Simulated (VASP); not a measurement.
# Ga (I4/mmm) in VASP: further runs

Runs on Ga. Level: PBEsol. Tasks: single point.

All numbers are computed with VASP 6.6.1; they aren't measurements. Logs are shortened: lines on timing, memory, paths and dates and some standing lists are left out, and cuts for length are marked.

### Step 1. The cell of the first run

The structure is tetragonal, space group I4/mmm (No. 139). The conventional cell has a = 2.827 Å, b = 2.827 Å, c = 4.458 Å, α = 90.00°, β = 90.00°, γ = 90.00°. Ga (site symmetry 4/mmm) has 12 Ga at 2.83 to 2.99 Å within 3.7 Å.

### Step 2. Single point, PBEsol

File INCAR:

```
SYSTEM = Ga
PREC = Accurate
ENCUT = 520
EDIFF = 1E-6
ISMEAR = -1
SIGMA = 0.1
LREAL = .False.
LASPH = .True.
NELM = 100
ALGO = Normal
ISIF = 2
LWAVE = .False.
LCHARG = .True.
GGA = PS
LELF = .True.
LVHAR = .True.
NBANDS = 12
```

File KPOINTS:

```
Automatic mesh
0
Gamma
  17 17 17
  0 0 0
```

File POSCAR:

```
Ga
1.0
   -1.4133600000      1.4133600000      2.2290000000
    1.4133600000     -1.4133600000      2.2290000000
    1.4133600000      1.4133600000     -2.2290000000
Ga
1
Direct
    0.0000000000      0.0000000000      0.0000000000
```

Potentials or basis: VASP PAW PBE potentials, release 64 (Ga_d).

On the command line:

```bash
> cat potpaw_PBE.64/Ga_d/POTCAR > POTCAR
> mpirun -np 1 vasp_std > vasp.out
```

OUTCAR:

```text
SYSTEM = Ga
   PREC = Accurate
   ENCUT = 520
   EDIFF = 1E-6
   ISMEAR = -1
   LREAL = .False.
   LASPH = .True.
   NELM = 100
   ISIF = 2
   GGA = PS

 ion  position               nearest neighbor table
   1  0.000  0.000  0.000-

  LATTYP: Found a body centered tetragonal cell.
 ALAT       =     2.8267200000
 C/A-ratio  =     1.5770928850

  Lattice vectors:

 A1 = (  -1.4133600000,   1.4133600000,   2.2290000000)
 A2 = (   1.4133600000,  -1.4133600000,   2.2290000000)
 A3 = (   1.4133600000,   1.4133600000,  -2.2290000000)

Analysis of symmetry for initial positions (statically):
=====================================================================
 Subroutine PRICEL returns:
 Original cell was already a primitive cell.

 Routine SETGRP: Setting up the symmetry group for a
 body centered tetragonal supercell.

 Subroutine GETGRP returns: Found 16 space group operations
 (whereof 16 operations were pure point group operations)
 out of a pool of 16 trial point group operations.

The static configuration has the point symmetry D_4h.

Analysis of symmetry for dynamics (positions and initial velocities):
=====================================================================
 Subroutine PRICEL returns:
 Original cell was already a primitive cell.

 Routine SETGRP: Setting up the symmetry group for a
 body centered tetragonal supercell.

 Subroutine GETGRP returns: Found 16 space group operations
 (whereof 16 operations were pure point group operations)
 out of a pool of 16 trial point group operations.

The dynamic configuration has the point symmetry D_4h.

 Subroutine INISYM returns: Found 16 space group operations
 (whereof 16 operations are pure point group operations),
 and found     1 'primitive' translations

----------------------------------------------------------------------------------------

                                     Primitive cell

  volume of cell :      17.8105

  direct lattice vectors                    reciprocal lattice vectors
    -1.413360000  1.413360000  2.229000000     0.000000000  0.353766910  0.224315837
     1.413360000 -1.413360000  2.229000000     0.353766910  0.000000000  0.224315837
     1.413360000  1.413360000 -2.229000000     0.353766910  0.353766910  0.000000000

  length of vectors
     2.993929521  2.993929521  2.993929521     0.418889748  0.418889748  0.500301962

  position of ions in fractional coordinates (direct lattice)
     0.000000000  0.000000000  0.000000000

  ion indices of the primitive-cell ions
   primitive index   ion index
                 1           1
[... 74 lines left out ...]
   EDIFFG = 0.1E-04   stopping-criterion for IOM
   NSW    =      0    number of steps for IOM
   IBRION =     -1    ionic relax: 0-MD 1-quasi-New 2-CG
   NFREE  =      0    steps in history (QN), initial steepest desc. (CG)
   ISIF   =      2    stress and relaxation
   ISYM   =      2    0-nonsym 1-usesym 2-fastsym
   POTIM  = 0.5000    time-step for ionic-motion
   TEBEG  =    0.0;   TEEND  =   0.0 temperature during run
   PSTRESS=    0.0 pullay stress
   NELECT =      13.0000    total number of electrons
   NUPDOWN=      -1.0000    fix difference up-down
   EMIN   =  10.00;   EMAX   =-10.00  energy-range for DOS
   EFERMI =   0.00;   METHOD = LEGACY
   ISMEAR =    -1;   SIGMA  =   0.10  broadening in eV -4-tet -1-fermi 0-gaus
   EFERMI_NEDOS =   21; number of points for ismear=-14 and -15
   IALGO  =     38    algorithm
   IMIX   =      4    mixing-type and parameters
     AMIX     =   0.40;   BMIX     =  1.00
     AMIX_MAG =   1.60;   BMIX_MAG =  1.00
  volume/ion in A,a.u.               =      17.81       120.19
  Fermi-wavevector in a.u.,A,eV,Ry     =   1.474000  2.785456 29.561040  2.172675
  Thomas-Fermi vector in A             =   2.588824
   LORBIT       =      0    0 simple, 1 ext, 2 COOP (PROOUT), +10 PAW based schemes
   GGA     = PS    functional components
   LHFCALC =     F    Hartree Fock is set to
   AEXX    =    0.0000 exact exchange contribution
   IVDW    =     0    specifies the selected vdW correction
   LEPSILON=     F    determine dielectric tensor
   LRPA    =     F    only Hartree local field effects (RPA)
 non-spin polarized calculation
  energy-cutoff  :      520.00
  volume of cell :       17.81
 maximum number of plane-waves:       493
   NGX = 11   NGY = 11   NGZ = 11

 number of electron      12.9999993 magnetization

 Free energy of the ion-electron system (eV)
  ---------------------------------------------------
  ext. energy  EPLUGINS =         0.00000000
  ---------------------------------------------------
  free energy    TOTEN  =        -3.34260107 eV

  energy without entropy =       -3.33091826  energy(sigma->0) =       -3.33675966

 E-fermi :   5.9748     XC(G=0): -11.4426

 val. band max:        5.9589102001   @ k =  -0.2941   0.3529   0.1765
 cond. band min:       5.9788088527   @ k =   0.2941   0.1176   0.0588
 fundamental gap:      0.0198986526
 Fermi energy:         5.9748127190

 k-point     1 :       0.0000    0.0000    0.0000
  band No.  band energies     occupation
      1      -9.0267      2.00000
      2      -8.9049      2.00000
      3      -8.9049      2.00000
      4      -8.8745      2.00000
      5      -8.7472      2.00000
      6      -5.5550      2.00000
      7      18.7996      0.00000
      8      18.7996      0.00000
      9      18.8532      0.00000
     10      22.2891      0.00000
     11      22.3029      0.00000
     12      22.8983      0.00000
[... 331 lines left out ...]
 k-point    24 :      -0.1176    0.0588   -0.0000
  band No.  band energies     occupation
      1      -8.9982      2.00000
      2      -8.9200      2.00000
      3      -8.8910      2.00000
      4      -8.8633      2.00000
      5      -8.7614      2.00000
      6      -5.1955      2.00000
      7      15.9719      0.00000
      8      17.1851      0.00000
      9      18.2680      0.00000
     10      20.3765      0.00000
     11      23.8258      0.00000
     12      24.1373      0.00000

 [... further k-points ...]
[... 5 lines left out ...]
  --------------------------------------------------------------------------------------
  -------------------------------------------------------------------------------------
  Total       -0.0483933     -0.0483933      0.0111540      0.0000000     -0.0000000      0.0000000
  in kB       -4.3533200     -4.3533200      1.0033845      0.0000000     -0.0000000      0.0000000
  external PRESSURE =      -2.5677518 kB  Pullay stress =       0.0000000 kB

 VOLUME and BASIS-vectors are now :
 -----------------------------------------------------------------------------
  energy-cutoff  :      520.00
  volume of cell :       17.81
      direct lattice vectors                 reciprocal lattice vectors
    -1.413360000  1.413360000  2.229000000     0.000000000  0.353766910  0.224315837
     1.413360000 -1.413360000  2.229000000     0.353766910  0.000000000  0.224315837
     1.413360000  1.413360000 -2.229000000     0.353766910  0.353766910  0.000000000

 POSITION                                       TOTAL-FORCE (eV/Angst)
 -----------------------------------------------------------------------------------
      0.00000      0.00000      0.00000         0.000000      0.000000     -0.000000
 -----------------------------------------------------------------------------------
    total drift:                                0.000000      0.000000     -0.000000

  FREE ENERGIE OF THE ION-ELECTRON SYSTEM (eV)
  ---------------------------------------------------
  free  energy   TOTEN  =        -3.3426010659 eV

  energy  without entropy=       -3.3309182617  energy(sigma->0) =       -3.33675966
```

OSZICAR:

```text
N       E                     dE             d eps       ncg     rms          rms(c)
DAV:   1     0.434081117536E+02    0.43408E+02   -0.66954E+03 10592   0.192E+03
DAV:   2    -0.130094921079E+01   -0.44709E+02   -0.43000E+02 10260   0.266E+02
DAV:   3    -0.337200289822E+01   -0.20711E+01   -0.20660E+01 11156   0.456E+01
DAV:   4    -0.338833022299E+01   -0.16327E-01   -0.16325E-01 11268   0.430E+00
DAV:   5    -0.338850363483E+01   -0.17341E-03   -0.17341E-03 11540   0.427E-01    0.990E-01
DAV:   6    -0.335108820690E+01    0.37415E-01   -0.62359E-02 12176   0.525E+00    0.461E-01
DAV:   7    -0.334361046898E+01    0.74777E-02   -0.89894E-03 12712   0.168E+00    0.138E-01
DAV:   8    -0.334259886136E+01    0.10116E-02   -0.81679E-04 12496   0.513E-01    0.717E-03
DAV:   9    -0.334260038366E+01   -0.15223E-05   -0.68010E-06 12424   0.432E-02    0.345E-03
DAV:  10    -0.334260106593E+01   -0.68227E-06   -0.25241E-07  7912   0.788E-03
   1 F= -.33426011E+01 E0= -.33367597E+01  d E =-.116828E-01
```

Run time: 76 s. Hardware: 1 thread of Intel Xeon 8259CL, shared host; peak memory 0.21 GiB.

What came out:

- Free energy: -3.3426 eV
- Pressure: -0.3 GPa
- Band gap on the k mesh: zero (an odd number of electrons rules out a gap without spin polarisation)

Caveat: the PAW data sets were made with another functional, which shifts forces and pressure a little.

### Step 3. Single point, PBEsol

This run uses another cell than the first one, of 17.93 Å³/atom.

Changes to INCAR since step 2:

```diff
@@ -12,6 +12,4 @@
 LWAVE = .False.
-LCHARG = .True.
+LCHARG = .False.
 GGA = PS
-LELF = .True.
-LVHAR = .True.
 NBANDS = 12
```

KPOINTS is that of step 2.

File POSCAR:

```
Ga
1.0
   -1.4180400000      1.4180400000      2.2290000000
    1.4180400000     -1.4180400000      2.2290000000
    1.4180400000      1.4180400000     -2.2290000000
Ga
1
Direct
    0.0000000000      0.0000000000      0.0000000000
```

Potentials or basis: VASP PAW PBE potentials, release 64 (Ga_d).

On the command line:

```bash
> cat potpaw_PBE.64/Ga_d/POTCAR > POTCAR
> mpirun -np 1 vasp_std > vasp.out
```

Wall time 60 s (1 thread of Intel Xeon 8259CL, shared host); peak memory 0.2 GiB.

The run converged. Its results:

```yaml
Free_energy: -3.3422 eV
Pressure: -0.6 GPa
Band_gap_on_the_k_mesh: zero (an odd number of electrons rules out a gap without spin polarisation)
```

Stress tensor (GPa, compression positive):
```
-0.87  0.00  0.00
 0.00 -0.87  0.00
 0.00  0.00 -0.19
```

Levels at points of the mesh, in eV from the Fermi level:
```csv
k point,band 2,band 3,band 4,band 5,band 6,band 7,band 8,band 9,band 10,band 11
"(0.00, 0.00, 0.00)",-14.87,-14.87,-14.84,-14.72,-11.48,12.75,12.75,12.80,16.27,16.27
```

Caveat: the PAW data sets were made with another functional, which shifts forces and pressure a little.
